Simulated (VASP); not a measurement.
Set up this calculation in VASP 6.6.1, as the native input.

| Property | Result |
| --- | --- |
| Task | single point |
| Functional | PBE |
| Potentials or basis | VASP PAW PBE potentials, release 64 (Ru_pv) |
| Cutoff | 520 eV |
| k mesh | 12 × 12 × 7 |
| Occupations | fermi-dirac, width 0.05 eV |
| Spin | no spin polarisation |
| Dipole correction | no |
| Further INCAR settings | ALGO = Normal; EDIFF = 1e-07; NBANDS = 21 |

The structure of Ru lies in POSCAR:

```
Ru
1.0
    2.7058000000      0.0000000000      0.0000000000
   -1.3529000000      2.3432920000      0.0000000000
    0.0000000000      0.0000000000      4.2819000000
Ru
2
Direct
    0.3333333333      0.6666666667      0.2500000000
    0.6666666667      0.3333333333      0.7500000000
```

These files were run (other wordings do the same):

INCAR

```
ALGO = Normal
EDIFF = 1E-7
ENCUT = 520
GGA = PE
ISIF = 2
ISMEAR = -1
LASPH = True
LCHARG = False
LREAL = False
LWAVE = False
NBANDS = 21
NELM = 100
PREC = Accurate
SIGMA = 0.05
```

KPOINTS

```
k-points
0
Gamma
  12 12 7
```

Potentials or basis: VASP PAW PBE potentials, release 64 (Ru_pv).

Launch:

```console
$ cat potpaw_PBE.64/Ru_pv/POTCAR > POTCAR
$ mpirun -np 1 vasp_std > vasp.out
```

Results of the run:

```yaml
Pressure: 4.3 GPa
Band_gap_on_the_k_mesh: zero (band 14 reaches 14.26 eV, above the bottom of band 15 at 11.30 eV)
```

Run time: 15 s on 1 thread of AMD EPYC 9R45 96-Core Processor (Zen 5) (shared host), peak memory 0.13 GiB.
